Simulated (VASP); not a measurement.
Wanted: the native input for a VASP 6.6.1 run.

```
Task                   : single point
Functional             : r2SCAN
Potentials or basis    : VASP PAW PBE potentials, release 64 (Mn_pv)
Cutoff                 : 520 eV
k mesh                 : 15 × 15 × 15
Occupations            : fermi-dirac, width 0.1 eV
Spin                   : no spin polarisation
Dipole correction      : no
Further INCAR settings : ALGO = Normal; EDIFF = 1e-07; NBANDS = 12
```

The system is Mn.

```
CELL_PARAMETERS angstrom
-1.38029 1.38029 1.38029
1.38029 -1.38029 1.38029
1.38029 1.38029 -1.38029
ATOMIC_POSITIONS crystal
Mn 0.00000 0.00000 0.00000
```

This isn't the form of Mn at room conditions, which is a 58-atom cubic cell.

These files were run (other wordings do the same):

POSCAR

```
Mn
1.0
   -1.3802885588      1.3802885588      1.3802885588
    1.3802885588     -1.3802885588      1.3802885588
    1.3802885588      1.3802885588     -1.3802885588
Mn
1
Direct
    0.0000000000      0.0000000000      0.0000000000
```

INCAR.step1

```
PREC = Accurate ; ENCUT = 520
ISMEAR = -1 ; SIGMA = 0.1
LREAL = F ; LASPH = T
NELM = 80 ; NBANDS = 12
GGA = PE ; ALGO = Normal
EDIFF = 1E-4 ; LWAVE = T
LCHARG = F
```

INCAR.step2

```
PREC = Accurate ; ENCUT = 520
EDIFF = 1E-7 ; ISMEAR = -1
SIGMA = 0.1 ; LREAL = F
LASPH = T ; NELM = 80
ALGO = Normal ; ISIF = 2
LWAVE = F ; LCHARG = T
METAGGA = R2SCAN ; LMIXTAU = T
LELF = T ; LVHAR = T
NBANDS = 12 ; ISTART = 1
```

KPOINTS

```
Automatic mesh
0
Gamma
  15 15 15
```

Potentials or basis: VASP PAW PBE potentials, release 64 (Mn_pv).

Run with:

```sh
$ cat potpaw_PBE.64/Mn_pv/POTCAR > POTCAR
$ cp INCAR.step1 INCAR
$ mpirun -np 1 vasp_std > vasp.out
$ cp INCAR.step2 INCAR
$ mpirun -np 1 vasp_std > vasp.out
```

Results of the run:

```json
{"Pressure": "0.4 GPa", "Band gap on the k mesh": "zero (an odd number of electrons rules out a gap without spin polarisation)"}
```

Caveat: the PAW data sets were made with another functional, which shifts forces and pressure a little; the run has no spin polarisation, though such a crystal can be magnetic.

Run time: 50 s on 1 thread of Intel Xeon 8259CL (shared host), peak memory 0.13 GiB.
